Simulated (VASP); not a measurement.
## MoS2: single point with PBE

The system is MoS2, a slab with vacuum.

```
Mo S
1.0
     3.18413    0.00000    0.00000
    -1.59206    2.75753    0.00000
     0.00000    0.00000   17.33460
Mo S
1 2
Direct
  0.00000 0.00000 0.00000
  0.33333 0.66667 0.91051
  0.33333 0.66667 0.08949
```

```json
{
  "Program": "VASP 6.6.1",
  "Task": "single point",
  "Functional": "PBE",
  "Potentials or basis": "VASP PAW PBE potentials, release 64 (Mo_sv, S)",
  "Cutoff": "520 eV",
  "k mesh": "10 × 10 × 2",
  "Occupations": "fermi-dirac, width 0.05 eV",
  "Spin": "no spin polarisation",
  "Dipole correction": "no",
  "Further INCAR settings": "ALGO = Normal; EDIFF = 1e-06; NBANDS = 20"
}
```

```json
{"Largest force": "0.205 eV/Å", "Band gap on the k mesh": "1.74 eV, indirect (least direct gap 1.93 eV)"}
```

Forces on the atoms (eV/Å):
```
Mo   0.000  0.000  0.000
S    0.000  0.000 -0.205
S    0.000  0.000  0.205
```

Levels at points of the mesh, in eV from the valence-band top:
```
           k point  band 10  band 11  band 12  band 13  band 14  band 15  band 16  band 17
(0.00, 0.00, 0.00)    -1.78    -1.58    -1.58     0.00     2.73     2.73     3.00     3.00
(0.50, 0.00, 0.00)    -3.24    -1.89    -1.05    -0.66     2.20     2.72     3.87     4.32
(0.00, 0.00, 0.50)    -1.78    -1.58    -1.58     0.00     2.73     2.73     3.00     3.00
(0.50, 0.00, 0.50)    -3.24    -1.89    -1.05    -0.66     2.20     2.72     3.87     4.32
```

It took 48 s on 1 thread of Intel(R) Xeon(R) 6975P-C (Granite Rapids) (shared host), peak memory 0.28 GiB.
